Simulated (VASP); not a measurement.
# SnSe2 (P-3m1) in VASP: single point with PBE

Aim: the single point of SnSe2 with PBE.

Program: VASP 6.6.1. These are calculated values, not measurements. Logs are shortened: lines on timing, memory, paths and dates and some standing lists are left out, and cuts for length are marked.

### Step 1. The cell of the first run

Symmetry: P-3m1, No. 164, trigonal system. Conventional cell: a = 3.872 Å, b = 3.872 Å, c = 7.003 Å, α = 90.00°, β = 90.00°, γ = 120.00°. Sn (site symmetry -3m) has 6 Se at 2.75 Å within 3.6 Å. Se (site symmetry 3m) has 3 Sn at 2.75 Å within 3.6 Å.

### Step 2. Single point, PBE

INCAR

```
ALGO = Normal
EDIFF = 1E-6
ENCUT = 520
GGA = PE
ISIF = 2
ISMEAR = 0
LASPH = True
LCHARG = True
LELF = True
LREAL = False
LVHAR = True
LWAVE = False
NBANDS = 20
NELM = 60
PREC = Accurate
SIGMA = 0.02
```

KPOINTS

```
k-points
0
Gamma
  14 14 10
```

POSCAR

```
SnSe2
1.0
    3.8715274837      0.0000000000      0.0000000000
   -1.9357637418      3.3528411523      0.0000000000
    0.0000000000      0.0000000000      7.0026256166
Sn Se
1 2
Direct
    0.0000000000      0.0000000000      0.0000000000
    0.3333333333      0.6666666667      0.2277385670
    0.6666666667      0.3333333333      0.7722614330
```

Potentials or basis: VASP PAW PBE potentials, release 64 (Sn_d, Se).

On the command line:

```console
$ cat potpaw_PBE.64/Sn_d/POTCAR potpaw_PBE.64/Se/POTCAR > POTCAR
$ mpirun -np 1 vasp_std > vasp.out
```

OUTCAR:

```text
EDIFF = 1E-6
   ENCUT = 520
   GGA = PE
   ISIF = 2
   ISMEAR = 0
   LASPH = True
   LREAL = False
   NELM = 60
   PREC = Accurate

 ion  position               nearest neighbor table
   1  0.000  0.000  0.000-   2 2.75   3 2.75   2 2.75   3 2.75   3 2.75   2 2.75
   2  0.333  0.667  0.228-   1 2.75   1 2.75   1 2.75
   3  0.667  0.333  0.772-   1 2.75   1 2.75   1 2.75

  LATTYP: Found a hexagonal cell.
 ALAT       =     3.8715274837
 C/A-ratio  =     1.8087500724

  Lattice vectors:

 A1 = (   3.8715274837,   0.0000000000,   0.0000000000)
 A2 = (  -1.9357637418,   3.3528411523,   0.0000000000)
 A3 = (   0.0000000000,   0.0000000000,   7.0026256166)

Analysis of symmetry for initial positions (statically):
=====================================================================
 Subroutine PRICEL returns:
 Original cell was already a primitive cell.

 Routine SETGRP: Setting up the symmetry group for a
 hexagonal supercell.

 Subroutine GETGRP returns: Found 12 space group operations
 (whereof 12 operations were pure point group operations)
 out of a pool of 24 trial point group operations.

The static configuration has the point symmetry D_3d.

Analysis of symmetry for dynamics (positions and initial velocities):
=====================================================================
 Subroutine PRICEL returns:
 Original cell was already a primitive cell.

 Routine SETGRP: Setting up the symmetry group for a
 hexagonal supercell.

 Subroutine GETGRP returns: Found 12 space group operations
 (whereof 12 operations were pure point group operations)
 out of a pool of 24 trial point group operations.

The dynamic configuration has the point symmetry D_3d.

 Subroutine INISYM returns: Found 12 space group operations
 (whereof 12 operations are pure point group operations),
 and found     1 'primitive' translations

----------------------------------------------------------------------------------------

                                     Primitive cell

  volume of cell :      90.8984

  direct lattice vectors                    reciprocal lattice vectors
     3.871527484  0.000000000  0.000000000     0.258295984  0.149127256  0.000000000
    -1.935763742  3.352841152  0.000000000     0.000000000  0.298254511  0.000000000
     0.000000000  0.000000000  7.002625617     0.000000000  0.000000000  0.142803579

  length of vectors
     3.871527484  3.871527484  7.002625617     0.298254511  0.298254511  0.142803579

  position of ions in fractional coordinates (direct lattice)
     0.000000000  0.000000000  0.000000000
     0.333333333  0.666666667  0.227738567
     0.666666667  0.333333333  0.772261433

  ion indices of the primitive-cell ions
   primitive index   ion index
                 1           1
                 2           2
                 3           3

----------------------------------------------------------------------------------------

 KPOINTS: k-points

Automatic generation of k-mesh.
 Grid dimensions read from file:
 generate k-points for:   14   14   10

 Generating k-lattice:

  Cartesian coordinates                     Fractional coordinates (reciprocal lattice)
     0.018449713  0.010651947  0.000000000     0.071428571  0.000000000  0.000000000
     0.000000000  0.021303894  0.000000000     0.000000000  0.071428571  0.000000000
     0.000000000  0.000000000  0.014280358     0.000000000  0.000000000  0.100000000

  Length of vectors
     0.021303894  0.021303894  0.014280358

  Shift w.r.t. Gamma in fractional coordinates (k-lattice)
     0.000000000  0.000000000  0.000000000

 Subroutine IBZKPT returns following result:
 ===========================================

 Found    208 irreducible k-points:

 Following reciprocal coordinates:
            Coordinates               Weight
  0.000000  0.000000  0.000000      1.000000
  0.071429  0.000000  0.000000      6.000000
  0.142857  0.000000  0.000000      6.000000
  0.214286  0.000000  0.000000      6.000000
  0.285714  0.000000  0.000000      6.000000
  0.357143  0.000000  0.000000      6.000000
[... 16 lines left out ...]
  0.285714  0.285714  0.000000      6.000000
  0.357143  0.285714  0.000000      6.000000
 [... further k-points ...]
   k-points           NKPTS =    208   k-points in BZ     NKDIM =    208   number of bands    NBANDS=     20
   number of dos      NEDOS =    301   number of ions     NIONS =      3
   total plane-waves  NPLWV =  48600
   dimension x,y,z NGX =    30 NGY =   30 NGZ =   54
   dimension x,y,z NGXF=    60 NGYF=   60 NGZF=  108
   ions per type =               1   2
   NGX,Y,Z   is equivalent  to a cutoff of  12.88, 12.88, 12.82 a.u.
   NGXF,Y,Z  is equivalent  to a cutoff of  25.76, 25.76, 25.64 a.u.
 SYSTEM =  unknown system
   PREC   = accura    normal or accurate (medium, high low for compatibility)
   ISTART =      0    job   : 0-new  1-cont  2-samecut
   ICHARG =      2    charge: 1-file 2-atom 10-const
   ISPIN  =      1    spin polarized calculation?
   LNONCOLLINEAR =      F non collinear calculations
   LSORBIT =      F    spin-orbit coupling
   LASPH  =      T    aspherical Exc in radial PAW
   ENCUT  =  520.0 eV  38.22 Ry    6.18 a.u.   7.20  7.20 13.02*2*pi/ulx,y,z
   NELM   =     60;   NELMIN=  2; NELMDL= -5     # of ELM steps
   EDIFF  = 0.1E-05   stopping-criterion for ELM
   LREAL  =      F    real-space projection
   EDIFFG = 0.1E-04   stopping-criterion for IOM
   NSW    =      0    number of steps for IOM
   IBRION =     -1    ionic relax: 0-MD 1-quasi-New 2-CG
   NFREE  =      0    steps in history (QN), initial steepest desc. (CG)
   ISIF   =      2    stress and relaxation
   ISYM   =      2    0-nonsym 1-usesym 2-fastsym
   POTIM  = 0.5000    time-step for ionic-motion
   TEBEG  =    0.0;   TEEND  =   0.0 temperature during run
   PSTRESS=    0.0 pullay stress
   NELECT =      26.0000    total number of electrons
   NUPDOWN=      -1.0000    fix difference up-down
   EMIN   =  10.00;   EMAX   =-10.00  energy-range for DOS
   EFERMI =   0.00;   METHOD = LEGACY
   ISMEAR =     0;   SIGMA  =   0.02  broadening in eV -4-tet -1-fermi 0-gaus
   EFERMI_NEDOS =   21; number of points for ismear=-14 and -15
   IALGO  =     38    algorithm
   IMIX   =      4    mixing-type and parameters
     AMIX     =   0.40;   BMIX     =  1.00
     AMIX_MAG =   1.60;   BMIX_MAG =  1.00
  volume/ion in A,a.u.               =      30.30       204.47
  Fermi-wavevector in a.u.,A,eV,Ry     =   1.078650  2.038353 15.830185  1.163486
  Thomas-Fermi vector in A             =   2.214594
   LORBIT       =      0    0 simple, 1 ext, 2 COOP (PROOUT), +10 PAW based schemes
   GGA     = PE    functional components
   LHFCALC =     F    Hartree Fock is set to
   AEXX    =    0.0000 exact exchange contribution
   IVDW    =     0    specifies the selected vdW correction
   LEPSILON=     F    determine dielectric tensor
   LRPA    =     F    only Hartree local field effects (RPA)
 non-spin polarized calculation
 Gauss-broadening in eV      SIGMA  =   0.02
  energy-cutoff  :      520.00
  volume of cell :       90.90
 maximum number of plane-waves:      2468
 NGX is ok and might be reduce to    30
   NGX = 15   NGY = 15   NGZ = 27

 number of electron      25.9999989 magnetization

 Free energy of the ion-electron system (eV)
  ---------------------------------------------------
  ext. energy  EPLUGINS =         0.00000000
  ---------------------------------------------------
  free energy    TOTEN  =       -11.87460992 eV

  energy without entropy =      -11.87460992  energy(sigma->0) =      -11.87460992

 E-fermi :   2.6676     XC(G=0):  -8.5814

 val. band max:        2.5376631561   @ k =   0.1429   0.0000   0.1000
 cond. band min:       3.2226357684   @ k =   0.5000   0.0000   0.5000
 fundamental gap:      0.6849726123
 Fermi energy:         2.6675896882

 k-point     1 :       0.0000    0.0000    0.0000
  band No.  band energies     occupation
      1     -18.5911      2.00000
      2     -18.5911      2.00000
      3     -18.5587      2.00000
      4     -18.5495      2.00000
      5     -18.5495      2.00000
      6     -10.8272      2.00000
[... 12 lines left out ...]
     19      11.3984      0.00000
     20      11.4266      0.00000

 k-point     2 :       0.0714    0.0000    0.0000
  band No.  band energies     occupation
      1     -18.5928      2.00000
      2     -18.5894      2.00000
      3     -18.5576      2.00000
      4     -18.5507      2.00000
      5     -18.5495      2.00000
      6     -10.7808      2.00000
[... 12 lines left out ...]
     19      10.8844      0.00000
     20      11.4307      0.00000

 k-point     3 :       0.1429    0.0000    0.0000
  band No.  band energies     occupation
      1     -18.5978      2.00000
      2     -18.5849      2.00000
      3     -18.5554      2.00000
      4     -18.5525      2.00000
      5     -18.5490      2.00000
      6     -10.6438      2.00000
[... 12 lines left out ...]
     19      10.5133      0.00000
     20      11.3099      0.00000

 k-point     4 :       0.2143    0.0000    0.0000
  band No.  band energies     occupation
      1     -18.6059      2.00000
      2     -18.5793      2.00000
      3     -18.5588      2.00000
      4     -18.5476      2.00000
      5     -18.5474      2.00000
      6     -10.4251      2.00000
[... 12 lines left out ...]
     19      10.8998      0.00000
     20      11.0221      0.00000

 k-point     5 :       0.2857    0.0000    0.0000
  band No.  band energies     occupation
      1     -18.6156      2.00000
      2     -18.5748      2.00000
      3     -18.5629      2.00000
      4     -18.5439      2.00000
      5     -18.5412      2.00000
      6     -10.1420      2.00000
[... 12 lines left out ...]
     19      10.9033      0.00000
     20      11.2605      0.00000

 k-point     6 :       0.3571    0.0000    0.0000
  band No.  band energies     occupation
      1     -18.6247      2.00000
      2     -18.5724      2.00000
      3     -18.5664      2.00000
      4     -18.5389      2.00000
      5     -18.5353      2.00000
      6      -9.8271      2.00000
[... 12 lines left out ...]
     19      10.9493      0.00000
     20      11.9008      0.00000

 k-point     7 :       0.4286    0.0000    0.0000
  band No.  band energies     occupation
      1     -18.6311      2.00000
      2     -18.5716      2.00000
      3     -18.5686      2.00000
      4     -18.5347      2.00000
      5     -18.5312      2.00000
      6      -9.5392      2.00000
[... 12 lines left out ...]
     19      11.2515      0.00000
     20      12.1674      0.00000
[... 277 lines left out ...]
 k-point    20 :       0.2143    0.2143    0.0000
  band No.  band energies     occupation
      1     -18.6156      2.00000
      2     -18.5819      2.00000
      3     -18.5599      2.00000
      4     -18.5483      2.00000
      5     -18.5319      2.00000
      6      -9.7511      2.00000
[... 12 lines left out ...]
     19       9.7235      0.00000
     20      11.3053      0.00000

 k-point    21 :       0.2857    0.2143    0.0000
  band No.  band energies     occupation
      1     -18.6169      2.00000
      2     -18.5849      2.00000
      3     -18.5595      2.00000
      4     -18.5455      2.00000
      5     -18.5305      2.00000
      6      -9.4729      2.00000
[... 12 lines left out ...]
     19      10.4307      0.00000
     20      11.2919      0.00000

 k-point    22 :       0.3571    0.2143    0.0000
  band No.  band energies     occupation
      1     -18.6175      2.00000
      2     -18.5869      2.00000
      3     -18.5596      2.00000
      4     -18.5422      2.00000
      5     -18.5311      2.00000
      6      -9.2592      2.00000
[... 12 lines left out ...]
     19      11.1128      0.00000
     20      11.5282      0.00000

 k-point    23 :       0.2857    0.2857    0.0000
  band No.  band energies     occupation
      1     -18.6121      2.00000
      2     -18.5921      2.00000
      3     -18.5555      2.00000
      4     -18.5462      2.00000
      5     -18.5313      2.00000
      6      -9.2440      2.00000
[... 12 lines left out ...]
     19      10.5263      0.00000
     20      11.2207      0.00000

 k-point    24 :       0.3571    0.2857    0.0000
  band No.  band energies     occupation
      1     -18.6085      2.00000
      2     -18.5965      2.00000
      3     -18.5535      2.00000
      4     -18.5465      2.00000
      5     -18.5322      2.00000
      6      -9.1144      2.00000
[... 12 lines left out ...]
     19      10.9515      0.00000
     20      11.1893      0.00000

 [... further k-points ...]
[... 5 lines left out ...]
  --------------------------------------------------------------------------------------
  -------------------------------------------------------------------------------------
  Total        0.0284746      0.0284746      0.0349281      0.0000000      0.0000000     -0.0000000
  in kB        0.5018935      0.5018935      0.6156443      0.0000000      0.0000000     -0.0000000
  external PRESSURE =       0.5398104 kB  Pullay stress =       0.0000000 kB

 VOLUME and BASIS-vectors are now :
 -----------------------------------------------------------------------------
  energy-cutoff  :      520.00
  volume of cell :       90.90
      direct lattice vectors                 reciprocal lattice vectors
     3.871527484  0.000000000  0.000000000     0.258295984  0.149127256  0.000000000
    -1.935763742  3.352841152  0.000000000     0.000000000  0.298254511  0.000000000
     0.000000000  0.000000000  7.002625617     0.000000000  0.000000000  0.142803579

 POSITION                                       TOTAL-FORCE (eV/Angst)
 -----------------------------------------------------------------------------------
      0.00000      0.00000      0.00000         0.000000      0.000000      0.000000
     -0.00000      2.23523      1.59477        -0.000000      0.000000      0.011973
      1.93576      1.11761      5.40786         0.000000     -0.000000     -0.011973
 -----------------------------------------------------------------------------------
    total drift:                                0.000000      0.000000     -0.000000

  FREE ENERGIE OF THE ION-ELECTRON SYSTEM (eV)
  ---------------------------------------------------
  free  energy   TOTEN  =       -11.8746099226 eV

  energy  without entropy=      -11.8746099226  energy(sigma->0) =      -11.87460992
```

It took 8.4 min on 1 thread of Intel Xeon 8259CL, shared host; peak memory 0.48 GiB.

Results:

- Free energy: -11.8746 eV
- Pressure: 0.1 GPa
- Largest force: 0.012 eV/Å
- Band gap on the k mesh: 0.68 eV (least direct gap 1.07 eV)

Forces in eV/Å, atoms in the order of the input:
```
Sn   0.000  0.000  0.000
Se   0.000  0.000  0.012
Se   0.000  0.000 -0.012
```

Levels at points of the mesh, in eV from the valence-band top:
```
           k point  band 9  band 10  band 11  band 12  band 13  band 14  band 15  band 16  band 17  band 18
(0.00, 0.00, 0.00)   -0.54    -0.48    -0.48    -0.13    -0.13     1.08     3.07     4.57     4.57     7.16
(0.50, 0.00, 0.00)   -4.18    -2.39    -2.19    -0.80    -0.29     0.91     3.88     5.55     5.67     6.20
(0.00, 0.00, 0.50)   -1.51    -0.50    -0.50    -0.09    -0.09     1.96     2.99     4.50     4.50     7.68
(0.50, 0.00, 0.50)   -4.31    -2.15    -2.06    -0.64    -0.39     0.68     4.19     4.90     5.73     5.84
```

Caveat: spin-orbit coupling is left out, which moves the levels of the heavy elements; this functional lacks dispersion, which binds the layers, so the pressure and a relaxed spacing across them are unreliable. A k mesh can miss the band edges.
